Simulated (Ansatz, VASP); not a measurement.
# Al3P2: VASP beside Ansatz

```
Al P
1.0
     4.25789    0.00000    0.00000
     0.00000    4.25789    0.00000
     0.00000    0.00000    5.66543
Al P
3 2
Direct
  0.50000 0.00000 0.98878
  0.00000 0.50000 0.98878
  0.00000 0.00000 0.32649
  0.00000 0.00000 0.75181
  0.50000 0.50000 0.21413
```

Change from the starting cell: species swapped into the Cu3Te2 type (P4mm, No. 99).

Alike in both runs: functional PBE; k mesh 10 × 10 × 8; occupations gaussian, width 0.1 eV; no spin polarisation.

Ansatz relaxed the structure, and its values are those at the end. VASP's run is a single point on that final structure, the one shown.

|  | VASP | Ansatz |
| --- | --- | --- |
| version | VASP 6.6.1 | Ansatz 0.2.0 |
| potentials or method | VASP PAW PBE potentials, release 64 (Al, P), cutoff 520 eV | scalar-relativistic, plane waves, PAW |
| valence electrons in the cell | 19 | 19 |

|  | VASP | Ansatz | Ansatz less VASP |
| --- | --- | --- | --- |
| gap on the k mesh at the Fermi level (eV) | none | none | - |
| pressure (GPa) | -0.1 | 0.0 | +0.07 |
| rms of the force components (eV/Å) | 0.004 | 0.003 | -0.0003 |

A gap of «none» marks a metal or a gap that the smearing closes.
